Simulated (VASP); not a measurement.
# CdSe (P6_3mc) in VASP: relaxation of cell and atoms with LDA

Aim: the relaxation of cell and atoms of CdSe with LDA.

Program: VASP 6.6.1. These are calculated values, not measurements. Logs are shortened: lines on timing, memory, paths and dates and some standing lists are left out, and cuts for length are marked.

### Step 1. The cell of the first run

The structure is hexagonal, space group P6_3mc (No. 186). Conventional cell: a = 4.383 Å, b = 4.383 Å, c = 14.305 Å, α = 90.00°, β = 90.00°, γ = 120.00°. Within 3.5 Å of Cd (site symmetry 3m) lie 4 Se at 2.68 Å. Cd (site symmetry 3m) has 4 Se at 2.68 to 2.69 Å within 3.5 Å. Within 3.5 Å of Se (site symmetry 3m) lie 4 Cd at 2.68 Å. Se (site symmetry 3m) has 4 Cd at 2.68 to 2.69 Å within 3.5 Å.

### Step 2. Relaxation of cell and atoms, LDA

The input, INCAR:

```
PREC     = Accurate       # precision mode
ENCUT    = 600            # plane-wave cutoff, eV
EDIFF    = 1E-7           # SCF threshold, eV
ISMEAR   = -1             # smearing method
SIGMA    = 0.02           # smearing width, eV
LREAL    = F              # projectors in reciprocal space
LASPH    = T              # aspherical terms in the spheres
NELM     = 60             # most SCF steps
ALGO     = Normal         # electronic algorithm
ISIF     = 3              # what is computed and relaxed
LWAVE    = F              # write WAVECAR
LCHARG   = F              # write CHGCAR
GGA      = CA             # functional
IBRION   = 2              # ionic algorithm
NSW      = 80             # ionic steps
EDIFFG   = -0.005         # ionic threshold
```

The input, KPOINTS:

```
Automatic mesh
0
Gamma
  6 6 2
```

The input, POSCAR:

```
CdSe
1.0
    4.3826972658      0.0000000000      0.0000000000
   -2.1913486329      3.7955271692      0.0000000000
    0.0000000000      0.0000000000     14.3053196375
Cd Se
4 4
Direct
    0.0000000000      0.0000000000     -0.0001635496
    0.3333333333      0.6666666667      0.2499698784
    0.0000000000      0.0000000000      0.4998364504
    0.6666666667      0.3333333333      0.7499698784
    0.0000000000      0.0000000000      0.1874660271
    0.3333333333      0.6666666667      0.4377276440
    0.0000000000      0.0000000000      0.6874660271
    0.6666666667      0.3333333333      0.9377276440
```

Potentials or basis: VASP PAW LDA potentials, release 64 (Cd, Se).

Run with:

```console
> cat potpaw_LDA.64/Cd/POTCAR potpaw_LDA.64/Se/POTCAR > POTCAR
> mpirun -np 1 vasp_std > vasp.out
```

OUTCAR:

```text
PREC = Accurate
   ENCUT = 600
   EDIFF = 1E-7
   ISMEAR = -1
   LREAL = F
   LASPH = T
   NELM = 60
   ISIF = 3
   GGA = CA
   IBRION = 2
   NSW = 80
   EDIFFG = -0.005

 ion  position               nearest neighbor table
   1  0.000  0.000  1.000-   8 2.68   8 2.68   8 2.68   5 2.68
   2  0.333  0.667  0.250-   5 2.68   5 2.68   5 2.68   6 2.69
   3  0.000  0.000  0.500-   6 2.68   6 2.68   6 2.68   7 2.68
   4  0.667  0.333  0.750-   7 2.68   7 2.68   7 2.68   8 2.69
   5  0.000  0.000  0.187-   2 2.68   2 2.68   2 2.68   1 2.68
   6  0.333  0.667  0.438-   3 2.68   3 2.68   3 2.68   2 2.69
   7  0.000  0.000  0.687-   4 2.68   4 2.68   4 2.68   3 2.68
   8  0.667  0.333  0.938-   1 2.68   1 2.68   1 2.68   4 2.69

  LATTYP: Found a hexagonal cell.
 ALAT       =     4.3826972658
 C/A-ratio  =     3.2640446670

  Lattice vectors:

 A1 = (   4.3826972658,   0.0000000000,   0.0000000000)
 A2 = (  -2.1913486329,   3.7955271692,   0.0000000000)
 A3 = (   0.0000000000,   0.0000000000,  14.3053196375)

Analysis of symmetry for initial positions (statically):
=====================================================================
 Subroutine PRICEL returns:
 Original cell was already a primitive cell.

 Routine SETGRP: Setting up the symmetry group for a
 hexagonal supercell.

 Subroutine GETGRP returns: Found 12 space group operations
 (whereof  6 operations were pure point group operations)
 out of a pool of 24 trial point group operations.

The static configuration has the point symmetry C_3v.
 The point group associated with its full space group is C_6v.

Analysis of symmetry for dynamics (positions and initial velocities):
=====================================================================
 Subroutine PRICEL returns:
 Original cell was already a primitive cell.

 Routine SETGRP: Setting up the symmetry group for a
 hexagonal supercell.

 Subroutine GETGRP returns: Found 12 space group operations
 (whereof  6 operations were pure point group operations)
 out of a pool of 24 trial point group operations.

The dynamic configuration has the point symmetry C_3v.
 The point group associated with its full space group is C_6v.

 Subroutine INISYM returns: Found 12 space group operations
 (whereof  6 operations are pure point group operations),
 and found     1 'primitive' translations

----------------------------------------------------------------------------------------

                                     Primitive cell

  volume of cell :     237.9639

  direct lattice vectors                    reciprocal lattice vectors
     4.382697266  0.000000000  0.000000000     0.228169992  0.131734006  0.000000000
    -2.191348633  3.795527169  0.000000000     0.000000000  0.263468013  0.000000000
     0.000000000  0.000000000 14.305319638     0.000000000  0.000000000  0.069904065

  length of vectors
     4.382697266  4.382697266 14.305319638     0.263468013  0.263468013  0.069904065

  position of ions in fractional coordinates (direct lattice)
     0.000000000  0.000000000  0.999836450
     0.333333333  0.666666667  0.249969878
     0.000000000  0.000000000  0.499836450
     0.666666667  0.333333333  0.749969878
     0.000000000  0.000000000  0.187466027
     0.333333333  0.666666667  0.437727644
     0.000000000  0.000000000  0.687466027
     0.666666667  0.333333333  0.937727644

  ion indices of the primitive-cell ions
   primitive index   ion index
                 1           1
                 2           2
                 3           3
                 4           4
                 5           5
                 6           6
                 7           7
                 8           8

----------------------------------------------------------------------------------------

 KPOINTS: Automatic mesh

Automatic generation of k-mesh.
 Grid dimensions read from file:
 generate k-points for:    6    6    2

 Generating k-lattice:

  Cartesian coordinates                     Fractional coordinates (reciprocal lattice)
     0.038028332  0.021955668  0.000000000     0.166666667  0.000000000  0.000000000
     0.000000000  0.043911335  0.000000000     0.000000000  0.166666667  0.000000000
     0.000000000  0.000000000  0.034952033     0.000000000  0.000000000  0.500000000

  Length of vectors
     0.043911335  0.043911335  0.034952033

  Shift w.r.t. Gamma in fractional coordinates (k-lattice)
     0.000000000  0.000000000  0.000000000

 Subroutine IBZKPT returns following result:
 ===========================================

 Found     14 irreducible k-points:

 Following reciprocal coordinates:
            Coordinates               Weight
  0.000000  0.000000  0.000000      1.000000
  0.166667  0.000000  0.000000      6.000000
  0.333333  0.000000  0.000000      6.000000
  0.500000  0.000000  0.000000      3.000000
  0.166667  0.166667  0.000000      6.000000
  0.333333  0.166667  0.000000     12.000000
  0.333333  0.333333  0.000000      2.000000
  0.000000  0.000000  0.500000      1.000000
  0.166667  0.000000  0.500000      6.000000
  0.333333  0.000000  0.500000      6.000000
  0.500000  0.000000  0.500000      3.000000
  0.166667  0.166667  0.500000      6.000000
  0.333333  0.166667  0.500000     12.000000
  0.333333  0.333333  0.500000      2.000000
   k-points           NKPTS =     14   k-points in BZ     NKDIM =     14   number of bands    NBANDS=     43
   number of dos      NEDOS =    301   number of ions     NIONS =      8
   total plane-waves  NPLWV = 155520
   dimension x,y,z NGX =    36 NGY =   36 NGZ =  120
   dimension x,y,z NGXF=    72 NGYF=   72 NGZF=  240
   ions per type =               4   4
   NGX,Y,Z   is equivalent  to a cutoff of  13.66, 13.66, 13.95 a.u.
   NGXF,Y,Z  is equivalent  to a cutoff of  27.31, 27.31, 27.89 a.u.
 SYSTEM =  unknown system
   PREC   = accura    normal or accurate (medium, high low for compatibility)
   ISTART =      0    job   : 0-new  1-cont  2-samecut
   ICHARG =      2    charge: 1-file 2-atom 10-const
   ISPIN  =      1    spin polarized calculation?
   LNONCOLLINEAR =      F non collinear calculations
   LSORBIT =      F    spin-orbit coupling
   LASPH  =      T    aspherical Exc in radial PAW
   ENCUT  =  600.0 eV  44.10 Ry    6.64 a.u.   8.75  8.75 28.57*2*pi/ulx,y,z
   NELM   =     60;   NELMIN=  2; NELMDL= -5     # of ELM steps
   EDIFF  = 0.1E-06   stopping-criterion for ELM
   LREAL  =      F    real-space projection
   EDIFFG = -.5E-02   stopping-criterion for IOM
   NSW    =     80    number of steps for IOM
   IBRION =      2    ionic relax: 0-MD 1-quasi-New 2-CG
   NFREE  =      1    steps in history (QN), initial steepest desc. (CG)
   ISIF   =      3    stress and relaxation
   ISYM   =      2    0-nonsym 1-usesym 2-fastsym
   POTIM  = 0.5000    time-step for ionic-motion
   TEBEG  =    0.0;   TEEND  =   0.0 temperature during run
   PSTRESS=    0.0 pullay stress
   NELECT =      72.0000    total number of electrons
   NUPDOWN=      -1.0000    fix difference up-down
   EMIN   =  10.00;   EMAX   =-10.00  energy-range for DOS
   EFERMI =   0.00;   METHOD = LEGACY
   ISMEAR =    -1;   SIGMA  =   0.02  broadening in eV -4-tet -1-fermi 0-gaus
   EFERMI_NEDOS =   21; number of points for ismear=-14 and -15
   IALGO  =     38    algorithm
   IMIX   =      4    mixing-type and parameters
     AMIX     =   0.40;   BMIX     =  1.00
     AMIX_MAG =   1.60;   BMIX_MAG =  1.00
  volume/ion in A,a.u.               =      29.75       200.73
  Fermi-wavevector in a.u.,A,eV,Ry     =   1.099045  2.076893 16.434461  1.207899
  Thomas-Fermi vector in A             =   2.235432
   LORBIT       =      0    0 simple, 1 ext, 2 COOP (PROOUT), +10 PAW based schemes
   GGA     = CA    functional components
   LHFCALC =     F    Hartree Fock is set to
   AEXX    =    0.0000 exact exchange contribution
   IVDW    =     0    specifies the selected vdW correction
   LEPSILON=     F    determine dielectric tensor
   LRPA    =     F    only Hartree local field effects (RPA)
 conjugate gradient relaxation of ions
 non-spin polarized calculation
  energy-cutoff  :      600.00
  volume of cell :      237.96
 maximum number of plane-waves:      7980
 NGX is ok and might be reduce to    36
   NGX = 17   NGY = 17   NGZ = 57

--------------------------------------- Ionic step        1  -------------------------------------------

 number of electron      72.0000016 magnetization

 Free energy of the ion-electron system (eV)
  ---------------------------------------------------
  ext. energy  EPLUGINS =         0.00000000
  ---------------------------------------------------
  free energy    TOTEN  =       -26.77331382 eV

  energy without entropy =      -26.77329848  energy(sigma->0) =      -26.77330615

------------------------ aborting loop because EDIFF is reached ----------------------------------------

  FORCE on cell =-STRESS in cart. coord.  units (eV):
  Direction    XX          YY          ZZ          XY          YZ          ZX
  --------------------------------------------------------------------------------------
  -------------------------------------------------------------------------------------
  Total       -5.9880108     -5.9880108     -5.9835860      0.0000000      0.0000000     -0.0000000
  in kB      -40.3164248    -40.3164248    -40.2866331      0.0000000      0.0000000     -0.0000000
  external PRESSURE =     -40.3064943 kB  Pullay stress =       0.0000000 kB

 VOLUME and BASIS-vectors are now :
 -----------------------------------------------------------------------------
  energy-cutoff  :      600.00
  volume of cell :      237.96
      direct lattice vectors                 reciprocal lattice vectors
     4.382697266  0.000000000  0.000000000     0.228169992  0.131734006  0.000000000
    -2.191348633  3.795527169  0.000000000     0.000000000  0.263468013  0.000000000
     0.000000000  0.000000000 14.305319638     0.000000000  0.000000000  0.069904065
[... 169 lines left out ...]
 POSITION                                       TOTAL-FORCE (eV/Angst)
 -----------------------------------------------------------------------------------
     -0.00000      0.00000     13.90601        -0.000000      0.000000      0.003544
     -0.00000      2.46000      3.47639        -0.000000      0.000000     -0.000674
     -0.00000      0.00000      6.95201         0.000000     -0.000000      0.003544
      2.13042      1.23000     10.43038         0.000000     -0.000000     -0.000674
     -0.00000      0.00000      2.60711         0.000000     -0.000000     -0.002000
     -0.00000      2.46000      6.08796         0.000000     -0.000000     -0.000871
     -0.00000      0.00000      9.56110         0.000000      0.000000     -0.002000
      2.13042      1.23000     13.04195        -0.000000     -0.000000     -0.000871
 -----------------------------------------------------------------------------------
    total drift:                               -0.000000     -0.000000      0.001148

  FREE ENERGIE OF THE ION-ELECTRON SYSTEM (eV)
  ---------------------------------------------------
  free  energy   TOTEN  =       -27.0382434839 eV

  energy  without entropy=      -27.0382432070  energy(sigma->0) =      -27.03824335

--------------------------------------- Ionic step        6  -------------------------------------------

 number of electron      71.9999991 magnetization

 Free energy of the ion-electron system (eV)
  ---------------------------------------------------
  ext. energy  EPLUGINS =         0.00000000
  ---------------------------------------------------
  free energy    TOTEN  =       -27.03825672 eV

  energy without entropy =      -27.03825645  energy(sigma->0) =      -27.03825659

 E-fermi :   1.2921     XC(G=0):  -9.4166

 val. band max:        1.0592261289   @ k =   0.0000   0.0000   0.0000
 cond. band min:       1.5088401485   @ k =   0.0000   0.0000   0.0000
 fundamental gap:      0.4496140196
 Fermi energy:         1.2921365428

 k-point     1 :       0.0000    0.0000    0.0000
  band No.  band energies     occupation
      1     -11.7600      2.00000
      2     -11.5576      2.00000
      3     -11.5537      2.00000
      4     -11.3503      2.00000
      5      -6.9993      2.00000
      6      -6.9953      2.00000
[... 655 lines left out ...]
 POSITION                                       TOTAL-FORCE (eV/Angst)
 -----------------------------------------------------------------------------------
     -0.00000      0.00000     13.90334        -0.000000      0.000000      0.004295
     -0.00000      2.45954      3.47575         0.000000      0.000000     -0.000743
     -0.00000      0.00000      6.95065        -0.000000     -0.000000      0.004295
      2.13003      1.22977     10.42845         0.000000      0.000000     -0.000743
     -0.00000      0.00000      2.60668        -0.000000      0.000000     -0.002663
     -0.00000      2.45954      6.08684         0.000000      0.000000     -0.000888
     -2.13003      3.68931      9.55937        -0.000000      0.000000     -0.002663
      2.13003      1.22977     13.03953        -0.000000      0.000000     -0.000888
 -----------------------------------------------------------------------------------
    total drift:                               -0.000000     -0.000000      0.001185

  FREE ENERGIE OF THE ION-ELECTRON SYSTEM (eV)
  ---------------------------------------------------
  free  energy   TOTEN  =       -27.0382567201 eV

  energy  without entropy=      -27.0382564505  energy(sigma->0) =      -27.03825659

 reached required accuracy - stopping structural energy minimisation
```

Wall time 6.3 min (1 thread of Intel Xeon 6975P-C (Granite Rapids), shared host); peak memory 0.41 GiB.

Results:

* Free energy: -27.0383 eV
* Relaxed volume: 27.32 Å³/atom
* Relaxed cell: a = 4.260 Å, b = 4.260 Å, c = 13.905 Å, α = 90.00°, β = 90.00°, γ = 120.00°
* Space group after relaxing (to 0.1 Å): P6_3mc (No. 186)
* Energy gained by relaxing: 33.1 meV/atom
* Ionic steps: 6
* Pressure after relaxing: 0.0 GPa
* Largest force after relaxing: 0.004 eV/Å
* Band gap on the k mesh: 0.45 eV

Forces in eV/Å, atoms in the order of the input:
```
Cd   0.000  0.000  0.004
Cd   0.000  0.000 -0.001
Cd   0.000  0.000  0.004
Cd   0.000  0.000 -0.001
Se   0.000  0.000 -0.003
Se   0.000  0.000 -0.001
Se   0.000  0.000 -0.003
Se   0.000  0.000 -0.001
```

Step by step:
```
step  energy change (eV)  largest force (eV/Å)  pressure (GPa)  volume (Å³)
   1              0.0000                0.0039           -4.03       237.96
   2             -0.2394                0.0092            1.55       213.11
   3             -0.2649                0.0065            0.00       218.52
   4             -0.2648                0.0067            0.10       218.14
   5             -0.2649                0.0035           -0.03       218.67
   6             -0.2649                0.0043           -0.01       218.55
```

Final structure:
```
Cd Se
1.0
     4.26005    0.00000    0.00000
    -2.13003    3.68931    0.00000
     0.00000    0.00000   13.90539
Cd Se
4 4
Direct
  0.00000 0.00000 0.99985
  0.33333 0.66667 0.24996
  0.00000 0.00000 0.49985
  0.66667 0.33333 0.74996
  0.00000 0.00000 0.18746
  0.33333 0.66667 0.43773
  0.00000 0.00000 0.68746
  0.66667 0.33333 0.93773
```
